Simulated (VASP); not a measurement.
A run of VASP 6.6.1 is set up as follows.

The input INCAR:

```
SYSTEM = MgS
PREC = Accurate
ENCUT = 520
EDIFF = 1E-7
ISMEAR = 0
SIGMA = 0.05
LREAL = .False.
LASPH = .True.
NELM = 60
ALGO = Normal
ISIF = 2
LWAVE = .False.
LCHARG = .True.
GGA = PE
LELF = .True.
LVHAR = .True.
NBANDS = 11
```

Contents of KPOINTS:

```
regular mesh
0
Gamma
  8 8 8
  0 0 0
```

The input POSCAR:

```
MgS
1.0
    0.0000000000      2.7057160000      2.7057160000
    2.7057160000      0.0000000000      2.7057160000
    2.7057160000      2.7057160000      0.0000000000
Mg S
1 1
Direct
    0.0000000000      0.0000000000      0.0000000000
    0.5000000000      0.5000000000      0.5000000000
```

Potentials or basis: VASP PAW PBE potentials, release 64 (Mg, S).

The run is started by

```sh
$ cat potpaw_PBE.64/Mg/POTCAR potpaw_PBE.64/S/POTCAR > POTCAR
$ mpirun -np 1 vasp_std > vasp.out
```

Task: Estimate the pressure.

Result: -6.4 GPa.

Task: What does it give for the band gap on the k mesh?

Result: 2.51 eV, indirect (least direct gap 2.85 eV).

Caveat: the cell differs from its parent crystal (strain +0.040 along x and y, +0.040 along z). A k mesh can miss the band edges.
